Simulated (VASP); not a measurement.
Set up this calculation in VASP 6.6.1, as the native input.

```
Task                   : single point
Functional             : LDA
Potentials or basis    : VASP PAW LDA potentials, release 64 (La, Hg)
Cutoff                 : 520 eV
k mesh                 : 8 × 8 × 8
Occupations            : fermi-dirac, width 0.1 eV
Spin                   : no spin polarisation
Dipole correction      : no
Further INCAR settings : ALGO = Normal; EDIFF = 1e-06; NBANDS = 18
```

The structure of LaHg lies in POSCAR:

```
LaHg
1.0
    3.8117773821      0.0000000000      0.0000000000
    0.0000000000      3.8117773821      0.0000000000
    0.0000000000      0.0000000000      3.8117773821
La Hg
1 1
Direct
    0.5000000000      0.5000000000      0.5000000000
    0.0000000000      0.0000000000      0.0000000000
```

One way to write it, as run:

INCAR

```
PREC = Accurate
ENCUT = 520
EDIFF = 1E-6
ISMEAR = -1
SIGMA = 0.1
LREAL = False
LASPH = True
NELM = 60
ALGO = Normal
ISIF = 2
LWAVE = False
LCHARG = False
NBANDS = 18
```

KPOINTS

```
Automatic mesh
0
Gamma
  8 8 8
```

Potentials or basis: VASP PAW LDA potentials, release 64 (La, Hg).

Run with:

```sh
$ cat potpaw_LDA.64/La/POTCAR potpaw_LDA.64/Hg/POTCAR > POTCAR
$ mpirun -np 1 vasp_std > vasp.out
```

It gave:

```
Pressure               : -0.4 GPa
Band gap on the k mesh : zero (an odd number of electrons rules out a gap without spin polarisation)
```

Caveat: spin-orbit coupling is left out, which moves the levels of the heavy elements.

Run time: 31 s on 1 thread of Intel Xeon 8259CL, on a shared host, peak memory 0.18 GiB.
